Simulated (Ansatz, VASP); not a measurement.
## One calculation of BiAs, two programs

```
As Bi
1.0
     0.00000    3.35315    3.35315
     3.35315    0.00000    3.35315
     3.35315    3.35315    0.00000
As Bi
1 1
Cartesian
  0.0000 0.0000 0.0000
  1.6766 1.6766 1.6766
```

Alike in both runs: task single point; functional PBE; k mesh 8 × 8 × 8; occupations fermi-dirac, width 0.05 eV; no spin polarisation.

```csv
,VASP,Ansatz
version,VASP 6.6.1,Ansatz 0.2.0
potentials or method,"VASP PAW PBE potentials, release 64 (As, Bi_d), cutoff 520 eV","all-electron LAPW, scalar-relativistic"
```

```tsv
	VASP	Ansatz	Ansatz less VASP
pressure (GPa)	0.2	0.2	+0.01
```

Ansatz ran all-electron here, and VASP with PAW potentials.

Neither program's run includes spin-orbit coupling.
